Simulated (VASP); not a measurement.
## Al: single point with PBEsol+D3(BJ)

Al:

```
Al
1.0
     0.00000    2.02398    2.05434
     2.02398    0.00000    2.05434
     2.02398    2.02398    0.00000
Al
1
Direct
  0.00000 0.00000 0.00000
```

This cell differs from its parent crystal: strain +0.0150 x Voigt [0, 0, 1, 0, 0, 0].

- Program: VASP 6.6.1
- Task: single point
- Functional: PBEsol
- Dispersion: D3(BJ)
- Potentials or basis: VASP PAW PBE potentials, release 64 (Al)
- Cutoff: 520 eV
- k mesh: 20 × 20 × 20
- Occupations: gaussian, width 0.15 eV
- Spin: no spin polarisation
- Dipole correction: no
- Further INCAR settings: ALGO = Fast; EDIFF = 1e-07; NBANDS = 8

```yaml
Pressure: -5.9 GPa
Dispersion_energy_per_atom: -0.311 eV
```

Stress tensor (GPa, compression positive):
```
-5.78  0.00  0.00
 0.00 -5.78  0.00
 0.00  0.00 -6.24
```

Levels at points of the mesh, in eV from the Fermi level:
| k point | band 1 | band 2 | band 3 | band 4 | band 5 | band 6 |
| --- | --- | --- | --- | --- | --- | --- |
| (0.00, 0.00, 0.00) | -11.03 | 12.34 | 12.50 | 12.50 | 13.78 | 13.78 |
| (0.50, 0.00, 0.00) | -4.55 | -4.39 | 10.95 | 11.13 | 11.33 | 11.47 |
| (0.50, 0.50, 0.00) | -3.05 | -1.84 | 5.32 | 5.64 | 5.64 | 9.02 |
| (0.50, 0.00, 0.50) | -2.84 | -1.54 | 5.16 | 5.32 | 5.42 | 8.74 |

Run time: 31 s on 1 thread of Intel(R) Xeon(R) Platinum 8559C (Emerald Rapids) (shared host), peak memory 0.2 GiB.

Caveat: the cell differs from its parent crystal (strain +0.0150 x Voigt [0, 0, 1, 0, 0, 0]); the PAW data sets were made with another functional, which shifts forces and pressure a little; pairwise dispersion overbinds metals, which lowers pressure and volume.
